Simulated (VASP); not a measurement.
# Si62As (a cell with a defect) in VASP: notebook

Si62As (a cell with a defect) is run at these levels: PBE; tasks: single point.

All numbers are computed with VASP 6.6.1; they aren't measurements. Logs are shortened: lines on timing, memory, paths and dates and some standing lists are left out, and cuts for length are marked.

**1. The cell of the first run**

The cell holds a defect, 63 atoms: a = 10.860 Å, b = 10.860 Å, c = 10.860 Å, α = 90.00°, β = 90.00°, γ = 90.00°.

**2. Single point, PBE, collinear spin, zero start**

Contents of INCAR:

```
ALGO = Normal ; EDIFF = 1E-6
ENCUT = 400 ; GGA = PE
GGA_COMPAT = F ; ISIF = 2
ISMEAR = -1 ; ISPIN = 2
LASPH = T ; LCHARG = F
LORBIT = 11 ; LREAL = Auto
LWAVE = F ; MAGMOM = 0 0 0 0 0 0 0 0 0 0 0 0 0 0 0 0 0 0 0 0 0 0 0 0 0 0 0 0 0 0 0 0 0 0 0 0 0 0 0 0 0 0 0 0 0 0 0 0 0 0 0 0 0 0 0 0 0 0 0 0 0 0 0
NBANDS = 168 ; NELECT = 251.0
NELM = 200 ; PREC = Accurate
SIGMA = 0.05
```

Contents of KPOINTS:

```
k-points
0
Gamma
  1 1 1
```

Contents of POSCAR:

```
Si62As
1.0
   10.8600000000      0.0000000000      0.0000000000
    0.0000000000     10.8600000000      0.0000000000
    0.0000000000      0.0000000000     10.8600000000
Si As
62 1
Direct
    0.4973203499      0.0008872928     -0.0001389503
    0.6247220074      0.1243196133      0.1229299263
    0.7503287293      0.2492146409     -0.0010348987
    0.8780320442      0.3713120626      0.1232059853
    0.7499986188      0.0006926335      0.2491527624
    0.8763514733      0.1258779926      0.3718763352
    0.0061491713      0.0013621547      0.0056319521
    0.2496024862      0.2451581952      0.0049255985
    0.3741152855      0.3742787293      0.1245500000
    0.5008802026      0.4991208103      0.0001193370
    0.6265498158      0.6248271639      0.1236953039
    0.7509030387      0.7513396869     -0.0001834254
    0.8759239411      0.8771817680      0.1250944751
    0.3752333333      0.1232127072      0.3750569061
    0.4983416206      0.2468337937      0.2483418969
    0.6241780847      0.3736741252      0.3759533149
    0.7516783610      0.4975179558      0.2493665746
    0.8746578269      0.6251929098      0.3763903315
    0.4987165746     -0.0011529466      0.4999576427
    0.6255677716      0.1261528545      0.6247110497
    0.7512500000      0.2496180479      0.4991676796
    0.8746172192      0.3759561694      0.6251165746
    0.7518456722     -0.0000748619      0.7506215470
    0.8786777164      0.1254000000      0.8774452118
   -0.0009595764      0.5001359116     -0.0005396869
    0.1233430018      0.6247265193      0.1242727440
    0.2471792818      0.7521603131      0.0020801105
    0.3763866483      0.8733375691      0.1249883978
    0.0069737569      0.2440387661      0.2467065378
    0.1247869245      0.3749014733      0.3718303867
    0.2503820442      0.5000448435      0.2484874770
    0.3754348987      0.6237383057      0.3735751381
    0.5004755985      0.7506421731      0.2514105893
    0.6251289134      0.8768130755      0.3745100368
    0.0021221915      0.0013958564      0.4963467772
    0.1237882136      0.1269482505      0.6234020258
    0.2488816759      0.2488101289      0.4965089319
    0.3752985267      0.3746720074      0.6245885820
    0.4997555249      0.4994769797      0.4999282689
    0.6239117864      0.6260467772      0.6247388582
    0.7489298343      0.7503161142      0.4996574586
    0.8761593923      0.8737632597      0.6229761510
    0.2482568140      0.0007237569      0.7482872007
    0.3723847145      0.1252579190      0.8740555249
    0.4994506446      0.2497673112      0.7499906998
    0.6253323204      0.3747121547      0.8740601289
    0.7491883057      0.5009067219      0.7496283610
    0.8746046961      0.6257292818      0.8740096685
    0.0010308471      0.7515631676      0.2491365562
    0.1261686924      0.8732574586      0.3756081952
    0.0001438306      0.4993810313      0.4991858195
    0.1242687845      0.6240597606      0.6253231123
    0.2517589319      0.7490665746      0.4987670350
    0.3735293738      0.8754421731      0.6247883978
   -0.0001686004      0.2509255985      0.7502371087
    0.1233406077      0.3722105893      0.8785287293
    0.2495220074      0.4986305709      0.7529370166
    0.3759121547      0.6256075506      0.8771673112
    0.4981090239      0.7503690608      0.7501015654
    0.6242004604      0.8734483425      0.8746709024
    0.0001651934      0.7504655617      0.7494081952
    0.1240574586      0.8771213628      0.8747348066
    0.1540994475      0.0988387661      0.1497517495
```

Potentials or basis: VASP PAW PBE potentials, release 64 (Si, As).

Command:

```console
cat potpaw_PBE.64/Si/POTCAR potpaw_PBE.64/As/POTCAR > POTCAR
mpirun -np 1 vasp_gam > vasp.out
```

OUTCAR:

```text
EDIFF = 1E-6
   ENCUT = 400
   GGA = PE
   ISIF = 2
   ISMEAR = -1
   ISPIN = 2
   LASPH = T
   LORBIT = 11
   LREAL = Auto
   NELECT = 251.0
   NELM = 200
   PREC = Accurate

 ion  position               nearest neighbor table
   1  0.497  0.001  1.000-  28 2.34   2 2.34  44 2.35  60 2.38
   2  0.625  0.124  0.123-   1 2.34  15 2.35   3 2.35   5 2.35
   3  0.750  0.249  0.999-  24 2.34   4 2.35   2 2.35  46 2.35
   4  0.878  0.371  0.123-  25 2.34   3 2.35  17 2.37  29 2.38
   5  0.750  0.001  0.249-  13 2.34  34 2.35   6 2.35   2 2.35
   6  0.876  0.126  0.372-  29 2.35   5 2.35  35 2.35  21 2.36
   7  0.006  0.001  0.006-  62 2.34  13 2.35  24 2.38  63 2.48
   8  0.250  0.245  0.005-   9 2.34  44 2.34  56 2.38  63 2.46
   9  0.374  0.374  0.125-   8 2.34  31 2.34  15 2.35  10 2.36
  10  0.501  0.499  0.000-  58 2.35  46 2.35  11 2.35   9 2.36
  11  0.627  0.625  0.124-  12 2.35  10 2.35  17 2.37  33 2.38
  12  0.751  0.751  1.000-  60 2.34  11 2.35  48 2.35  13 2.36
  13  0.876  0.877  0.125-   5 2.34   7 2.35  49 2.35  12 2.36
  14  0.375  0.123  0.375-  19 2.34  37 2.34  15 2.34
  15  0.498  0.247  0.248-  14 2.34   2 2.35   9 2.35  16 2.38
  16  0.624  0.374  0.376-  39 2.35  21 2.35  17 2.37  15 2.38
  17  0.752  0.498  0.249-  18 2.37  16 2.37  11 2.37   4 2.37
[... 32 lines left out ...]
  50  0.126  0.873  0.376-  53 2.34  35 2.34  49 2.34
  51  0.000  0.499  0.499-  18 2.35  22 2.35  52 2.35  30 2.36
  52  0.124  0.624  0.625-  61 2.35  51 2.35  57 2.37  53 2.38
  53  0.252  0.749  0.499-  50 2.34  32 2.35  54 2.35  52 2.38
  54  0.374  0.875  0.625-  19 2.34  43 2.35  53 2.35  59 2.35
  55  1.000  0.251  0.750-  56 2.34  24 2.34  36 2.35  22 2.35
  56  0.123  0.372  0.879-  55 2.34  25 2.34  57 2.37   8 2.38
  57  0.250  0.499  0.753-  58 2.37  38 2.37  56 2.37  52 2.37
  58  0.376  0.626  0.877-  59 2.35  10 2.35  57 2.37  27 2.38
  59  0.498  0.750  0.750-  60 2.34  58 2.35  54 2.35  40 2.35
  60  0.624  0.873  0.875-  59 2.34  12 2.34  23 2.37   1 2.38
  61  0.000  0.750  0.749-  42 2.34  52 2.35  48 2.35  62 2.36
  62  0.124  0.877  0.875-   7 2.34  43 2.35  27 2.35  61 2.36
  63  0.154  0.099  0.150-   8 2.46  29 2.48   7 2.48

  LATTYP: Found a simple cubic cell.
 ALAT       =    10.8600000000

  Lattice vectors:

 A1 = (  10.8600000000,   0.0000000000,   0.0000000000)
 A2 = (   0.0000000000,  10.8600000000,   0.0000000000)
 A3 = (   0.0000000000,   0.0000000000,  10.8600000000)

Analysis of symmetry for initial positions (statically):
=====================================================================
 Subroutine PRICEL returns:
 Original cell was already a primitive cell.

 Routine SETGRP: Setting up the symmetry group for a
 simple cubic supercell.

 Subroutine GETGRP returns: Found  1 space group operations
 (whereof  1 operations were pure point group operations)
 out of a pool of 48 trial point group operations.

The static configuration has the point symmetry C_1 .

Analysis of symmetry for dynamics (positions and initial velocities):
=====================================================================
 Subroutine PRICEL returns:
 Original cell was already a primitive cell.

 Routine SETGRP: Setting up the symmetry group for a
 simple cubic supercell.

 Subroutine GETGRP returns: Found  1 space group operations
 (whereof  1 operations were pure point group operations)
 out of a pool of 48 trial point group operations.

The dynamic configuration has the point symmetry C_1 .

Analysis of structural, dynamic, and magnetic symmetry:
=====================================================================
 Subroutine PRICEL returns:
 Original cell was already a primitive cell.

 Routine SETGRP: Setting up the symmetry group for a
[... 196 lines left out ...]
   ISTART =      0    job   : 0-new  1-cont  2-samecut
   ICHARG =      2    charge: 1-file 2-atom 10-const
   ISPIN  =      2    spin polarized calculation?
   LNONCOLLINEAR =      F non collinear calculations
   LSORBIT =      F    spin-orbit coupling
   LASPH  =      T    aspherical Exc in radial PAW
   ENCUT  =  400.0 eV  29.40 Ry    5.42 a.u.  17.71 17.71 17.71*2*pi/ulx,y,z
   NELM   =    200;   NELMIN=  2; NELMDL= -5     # of ELM steps
   EDIFF  = 0.1E-05   stopping-criterion for ELM
   LREAL  =      T    real-space projection
   EDIFFG = 0.1E-04   stopping-criterion for IOM
   NSW    =      0    number of steps for IOM
   IBRION =     -1    ionic relax: 0-MD 1-quasi-New 2-CG
   NFREE  =      0    steps in history (QN), initial steepest desc. (CG)
   ISIF   =      2    stress and relaxation
   ISYM   =      2    0-nonsym 1-usesym 2-fastsym
   POTIM  = 0.5000    time-step for ionic-motion
   TEBEG  =    0.0;   TEEND  =   0.0 temperature during run
   PSTRESS=    0.0 pullay stress
   NELECT =     251.0000    total number of electrons
   NUPDOWN=      -1.0000    fix difference up-down
   EMIN   =  10.00;   EMAX   =-10.00  energy-range for DOS
   EFERMI =   0.00;   METHOD = LEGACY
   ISMEAR =    -1;   SIGMA  =   0.05  broadening in eV -4-tet -1-fermi 0-gaus
   EFERMI_NEDOS =   21; number of points for ismear=-14 and -15
   IALGO  =     38    algorithm
   IMIX   =      4    mixing-type and parameters
     AMIX     =   0.40;   BMIX     =  1.00
     AMIX_MAG =   1.60;   BMIX_MAG =  1.00
  volume/ion in A,a.u.               =      20.33       137.20
  Fermi-wavevector in a.u.,A,eV,Ry     =   0.950903  1.796946 12.302614  0.904217
  Thomas-Fermi vector in A             =   2.079323
   LORBIT       =     11    0 simple, 1 ext, 2 COOP (PROOUT), +10 PAW based schemes
   GGA     = PE    functional components
   LHFCALC =     F    Hartree Fock is set to
   AEXX    =    0.0000 exact exchange contribution
   IVDW    =     0    specifies the selected vdW correction
   LEPSILON=     F    determine dielectric tensor
   LRPA    =     F    only Hartree local field effects (RPA)
 spin polarized calculation
  energy-cutoff  :      400.00
  volume of cell :     1280.82
 maximum number of plane-waves:     11564
 NGX is ok and might be reduce to    70
   NGX = 35   NGY = 35   NGZ = 35

 number of electron     250.9999975 magnetization      -0.0000099

 number of electron     250.9999975 magnetization       0.0000005

 Free energy of the ion-electron system (eV)
  ---------------------------------------------------
  ext. energy  EPLUGINS =         0.00000000
  ---------------------------------------------------
  free energy    TOTEN  =      -344.08055185 eV

  energy without entropy =     -344.01071701  energy(sigma->0) =     -344.04563443

 E-fermi :   5.8483     XC(G=0):  -9.3161

 val. band max:        5.3714128832   @ k =   0.0000   0.0000   0.0000
 cond. band min:       5.8483527348   @ k =   0.0000   0.0000   0.0000
 fundamental gap:      0.4769398516
 Fermi energy:         5.8483061271

 spin component 1

 k-point     1 :       0.0000    0.0000    0.0000
  band No.  band energies     occupation
      1      -6.3320      1.00000
      2      -5.7827      1.00000
      3      -5.1511      1.00000
      4      -5.1486      1.00000
      5      -5.1326      1.00000
      6      -5.1297      1.00000
[... 129 lines left out ...]
    136       6.8749      0.00000
    137       6.8792      0.00000
 Fermi energy:         5.8483061271

 spin component 2

 k-point     1 :       0.0000    0.0000    0.0000
  band No.  band energies     occupation
      1      -6.3320      1.00000
      2      -5.7827      1.00000
      3      -5.1511      1.00000
      4      -5.1486      1.00000
      5      -5.1326      1.00000
      6      -5.1297      1.00000
[... 129 lines left out ...]
    136       6.8749      0.00000
    137       6.8792      0.00000
 [bands above 137 left out]

------------------------ aborting loop because EDIFF is reached ----------------------------------------

  FORCE on cell =-STRESS in cart. coord.  units (eV):
  Direction    XX          YY          ZZ          XY          YZ          ZX
  --------------------------------------------------------------------------------------
  -------------------------------------------------------------------------------------
  Total       -3.9337720     -3.7232798     -3.6896344     -0.4028339     -0.7438384      0.3783984
  in kB       -4.9207386     -4.6574348     -4.6153478     -0.5039032     -0.9304642      0.4733369
  external PRESSURE =      -4.7311737 kB  Pullay stress =       0.0000000 kB

 VOLUME and BASIS-vectors are now :
 -----------------------------------------------------------------------------
  energy-cutoff  :      400.00
  volume of cell :     1280.82
      direct lattice vectors                 reciprocal lattice vectors
    10.860000000  0.000000000  0.000000000     0.092081031  0.000000000  0.000000000
     0.000000000 10.860000000  0.000000000     0.000000000  0.092081031  0.000000000
     0.000000000  0.000000000 10.860000000     0.000000000  0.000000000  0.092081031

 POSITION                                       TOTAL-FORCE (eV/Angst)
 -----------------------------------------------------------------------------------
      5.40090      0.00964     10.85849         0.004134     -0.001350      0.047197
      6.78448      1.35011      1.33502        -0.018643      0.052081      0.026436
      8.14857      2.70647     10.84876         0.026284      0.010644      0.012653
      9.53543      4.03245      1.33802        -0.022057      0.002204     -0.013113
      8.14499      0.00752      2.70580        -0.008824      0.001587      0.030965
      9.51718      1.36703      4.03858        -0.015787     -0.038559     -0.010262
[... 55 lines left out ...]
      1.34726      9.52554      9.49962         0.054125     -0.034032     -0.001966
      1.67352      1.07339      1.62630        -0.420096      0.298968     -0.263535
 -----------------------------------------------------------------------------------
    total drift:                                0.002773     -0.000950      0.008925

  FREE ENERGIE OF THE ION-ELECTRON SYSTEM (eV)
  ---------------------------------------------------
  free  energy   TOTEN  =      -344.0805518478 eV

  energy  without entropy=     -344.0107170093  energy(sigma->0) =     -344.04563443

 total charge

# of ion       s       p       d       tot
------------------------------------------
    1        0.742   0.939   0.000   1.681
    2        0.739   0.955   0.000   1.693
    3        0.738   0.953   0.000   1.692
    4        0.741   0.940   0.000   1.681
    5        0.737   0.959   0.000   1.696
    6        0.739   0.953   0.000   1.691
[... 55 lines left out ...]
   62        0.739   0.953   0.000   1.692
   63        1.287   1.406   0.035   2.728
--------------------------------------------------
tot         47.319  59.630   0.035 106.984

 magnetization (x)

# of ion       s       p       d       tot
------------------------------------------
    1       -0.000  -0.000   0.000  -0.000
    2        0.000   0.000   0.000   0.000
    3       -0.000  -0.000   0.000  -0.000
    4       -0.000   0.000   0.000   0.000
    5       -0.000  -0.000   0.000  -0.000
    6       -0.000   0.000   0.000  -0.000
[... 55 lines left out ...]
   62       -0.000  -0.000   0.000  -0.000
   63       -0.000  -0.000  -0.000  -0.000
--------------------------------------------------
tot         -0.000  -0.000  -0.000  -0.000
```

Wall time 15 min (1 thread of Intel Xeon 8259CL, shared host); peak memory 1.1 GiB.

Results:

```yaml
Free_energy: -344.0806 eV
Largest_force: 0.579 eV/Å
Net_moment: 0.00 μB per cell
Valence_electrons_inside_the_program's_atomic_spheres: Si 1.68, 1.69, 1.70, 1.65, 1.63, 1.67 (each value once); As 2.73
```

Forces on the atoms (eV/Å):
```
Si   0.004 -0.001  0.047
Si  -0.019  0.052  0.026
Si   0.026  0.011  0.013
Si  -0.022  0.002 -0.013
Si  -0.009  0.002  0.031
Si  -0.016 -0.039 -0.010
Si  -0.062  0.008 -0.062
Si  -0.022  0.059 -0.113
Si   0.060 -0.010  0.010
Si  -0.027  0.009  0.024
Si  -0.005 -0.017  0.018
Si   0.027 -0.037  0.005
Si   0.000 -0.022 -0.012
Si   0.039  0.049  0.046
Si  -0.003  0.025 -0.027
Si   0.022 -0.023  0.006
Si   0.007 -0.003  0.012
Si   0.024 -0.001 -0.003
Si   0.053 -0.038 -0.025
Si   0.015 -0.019  0.045
Si   0.017  0.033  0.005
Si  -0.027 -0.020 -0.021
Si   0.018 -0.003  0.014
Si  -0.035  0.019 -0.012
Si  -0.019 -0.038  0.001
Si   0.042  0.023  0.045
Si   0.040 -0.004 -0.031
Si   0.033 -0.040 -0.033
Si  -0.067  0.072  0.041
Si   0.022 -0.003  0.021
Si  -0.047  0.023  0.023
Si  -0.009  0.036  0.022
Si  -0.004 -0.033  0.005
Si   0.023 -0.057  0.016
Si   0.000  0.019  0.060
Si  -0.002 -0.043  0.012
Si  -0.010  0.002  0.045
Si   0.030 -0.028  0.000
Si   0.024 -0.006  0.004
Si  -0.044 -0.054  0.022
Si   0.060  0.024 -0.025
Si  -0.031  0.023  0.011
Si   0.025  0.005  0.027
Si   0.032 -0.031 -0.002
Si   0.010 -0.001 -0.023
Si  -0.013  0.026  0.008
Si   0.017 -0.007 -0.028
Si  -0.014 -0.005  0.010
Si   0.022 -0.017 -0.009
Si  -0.014 -0.055  0.039
Si   0.018 -0.021  0.010
Si   0.022 -0.016  0.005
Si   0.035  0.019  0.025
Si  -0.012 -0.031  0.029
Si  -0.011 -0.056 -0.020
Si   0.047  0.012 -0.013
Si  -0.003 -0.025 -0.049
Si   0.004  0.004 -0.018
Si   0.064 -0.038  0.008
Si   0.014  0.029 -0.002
Si   0.013 -0.012  0.030
Si   0.054 -0.034 -0.002
As  -0.420  0.299 -0.264
```

Levels at points of the mesh, in eV from the Fermi level:
Spin up:
```
           k point  band 123  band 124  band 125  band 126  band 127  band 128
(0.00, 0.00, 0.00)     -0.68     -0.48     -0.48      0.00      0.43      0.43
```
Spin down:
```
           k point  band 122  band 123  band 124  band 125  band 126  band 127  band 128  band 129
(0.00, 0.00, 0.00)     -1.32     -0.68     -0.48     -0.48      0.00      0.43      0.43      0.61
```

Caveat: the k points lie up to 0.58 Å⁻¹ apart; the cell carries a net charge on a neutralising background, which shifts energy and pressure; the cell is charged against a uniform background, so pressure and absolute levels hang on convention.

[end of part 1 of 2]
